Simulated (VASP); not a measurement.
Rh, 2 atoms in the cell. The structure is cubic, space group Fd-3m (No. 227). Conventional cell: a = 5.432 Å, b = 5.432 Å, c = 5.432 Å, α = 90.00°, β = 90.00°, γ = 90.00°. Within 3.1 Å of Rh (site symmetry -43m) lie 4 Rh at 2.35 Å. This isn't the form of Rh at room conditions, which is fcc.

| Property | Result |
| --- | --- |
| Program | VASP 6.6.1 |
| Task | relaxation of cell and atoms |
| Functional | PBEsol |
| Potentials or basis | VASP PAW PBE potentials, release 64 (Rh_pv) |
| Cutoff | 600 eV |
| k mesh | 15 × 15 × 15 |
| Occupations | gaussian, width 0.05 eV |
| Spin | no spin polarisation |
| Dipole correction | no |
| Further INCAR settings | ALGO = Normal; EDIFF = 1e-07; IBRION = 2; EDIFFG = -0.03; NSW = 80; ISIF = 3 |

Potentials or basis: VASP PAW PBE potentials, release 64 (Rh_pv).

Launch:

```sh
$ cat potpaw_PBE.64/Rh_pv/POTCAR > POTCAR
$ mpirun -np 1 vasp_std > vasp.out
```

Hardware: 1 thread of AMD EPYC 7R13, on a shared host.

Problem. How long does it take, and how much memory?

Solution. It took 2.3 min on 1 thread of AMD EPYC 7R13, on a shared host, peak memory 0.21 GiB. Counts: scf iterations 13, k points 120, ion steps 1.
